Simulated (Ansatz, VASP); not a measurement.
# TiSi2: VASP beside Ansatz

```
Ti Si
1.0
     0.00000    4.09090    4.24817
     2.38092    0.00000    4.24817
     2.38092    4.09090    0.00000
Ti Si
2 4
Cartesian
  3.5714 6.1364 6.3723
  2.3809 4.0909 4.2482
  1.1905 0.7055 2.1241
  1.1905 3.3854 2.1241
  2.3809 1.3400 4.2482
  2.3809 6.8418 4.2482
```

Alike in both runs: functional PBEsol; k mesh 10 × 10 × 10; occupations gaussian, width 0.1 eV; no spin polarisation.

Ansatz relaxed the structure, and its values are those at the end. VASP's run is a single point on that final structure, the one shown.

|  | VASP | Ansatz |
| --- | --- | --- |
| version | VASP 6.6.1 | Ansatz 0.2.0 |
| potentials or method | VASP PAW PBE potentials, release 64 (Ti_sv, Si), cutoff 520 eV | scalar-relativistic, plane waves, PAW |
| valence electrons in the cell | 40 | 40 |

Ansatz gave:

```
gap on the k mesh at the Fermi level (eV) : none
pressure (GPa)                            : 0.0
```

**Question.** Which values does VASP return?

**Answer.** gap on the k mesh at the Fermi level (eV): none; pressure (GPa): 0.1.

VASP's potentials were made for PBE, not for PBEsol. A gap of «none» marks a metal or a gap that the smearing closes.
